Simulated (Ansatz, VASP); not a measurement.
**Ni: VASP beside Ansatz**

```
Ni
1.0
     0.00000    1.73757    1.73757
     1.73757    0.00000    1.73757
     1.73757    1.73757    0.00000
Ni
1
Direct
  0.00000 0.00000 0.00000
```

Alike in both runs: functional revPBE; k mesh 16 × 16 × 16; occupations gaussian, width 0.025 eV; non-collinear spin.

|  | VASP | Ansatz |
| --- | --- | --- |
| version | VASP 6.6.1 | Ansatz 0.2.0 |
| potentials or method | VASP PAW PBE potentials, release 64 (Ni) | Ansatz PAW polarizable |
| plane-wave cutoff (eV) | 520 | 420 |
| valence electrons in the cell | 10 | 18 |
| task | single point | electron localisation function |

|  | VASP | Ansatz | Ansatz less VASP |
| --- | --- | --- | --- |
| gap on the k mesh at the Fermi level (eV) | none | none | - |
| pressure (GPa) | 12.0 | 12.1 | +0.07 |
| net moment per atom (μB) | 0.59 | 0.60 | +0.006 |
| size of the moment on the site where the two differ most (μB) | 0.60 | 0.61 | +0.012 |

VASP's potentials were made for PBE, not for revPBE. Site moments also hang on the region over which each program counts them. A gap of «none» marks a metal or a gap that the smearing closes. VASP's potentials hold 10 valence electrons a cell and Ansatz's 18, so a difference there can come from the potentials and not from the codes.
